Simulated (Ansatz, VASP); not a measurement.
**Two plane-wave programs on Sb**

File INCAR:

```
SYSTEM = Sb
PREC = Accurate
ENCUT = 520
EDIFF = 1E-7
ISMEAR = -1
SIGMA = 0.08
LREAL = .FALSE.
LASPH = .TRUE.
NELM = 60
ALGO = Normal
ISIF = 2
LWAVE = .FALSE.
LCHARG = .FALSE.
NBANDS = 8
```

The input KPOINTS:

```
regular mesh
0
G
  14 14 14
  0 0 0
```

The input POSCAR:

```
Sb
1.0
   -1.8026596591      1.8026596591      1.8026596591
    1.8026596591     -1.8026596591      1.8026596591
    1.8026596591      1.8026596591     -1.8026596591
Sb
1
Direct
    0.0000000000      0.0000000000      0.0000000000
```

Input for Ansatz:

```yaml
crystal:
  lattice:
    - [-1.8026596591, 1.8026596591, 1.8026596591]
    - [1.8026596591, -1.8026596591, 1.8026596591]
    - [1.8026596591, 1.8026596591, -1.8026596591]
  atoms:
    - { symbol: Sb, position: [0.0, 0.0, 0.0] }
kpoints:
  mp_grid: { grid: [14, 14, 14] }
scf:
  occupations: { method: fermi_dirac, width: 0.08 }
hamiltonian:
  xc: lda
  pseudopotentials: { kind: paw }
output:
  forces: true
  stress: true
  eigenvalues: true
  populations: true
```

Change from the starting cell: volume scaled by 0.92, PAW files.

Alike in both runs: task single point; functional LDA; k mesh 14 × 14 × 14; occupations fermi-dirac, width 0.08 eV; no spin polarisation.

|  | VASP | Ansatz |
| --- | --- | --- |
| version | VASP 6.6.1 | Ansatz 0.2.0 |
| potentials or method | VASP PAW LDA potentials, release 64 (Sb) | PAW with Ansatz's default frozen-core files, scalar-relativistic |
| plane-wave cutoff (eV) | 520 | 420 |
| valence electrons in the cell | 5 | 15 |

|  | VASP | Ansatz | Ansatz less VASP |
| --- | --- | --- | --- |
| pressure (GPa) | 7.6 | 7.3 | -0.30 |

LDA's correlation is that of Perdew and Zunger in VASP and of Perdew and Wang (1992) in Ansatz. VASP's potentials hold 5 valence electrons a cell and Ansatz's 15, so a difference there can come from the potentials and not from the codes.

Neither program's run includes spin-orbit coupling.
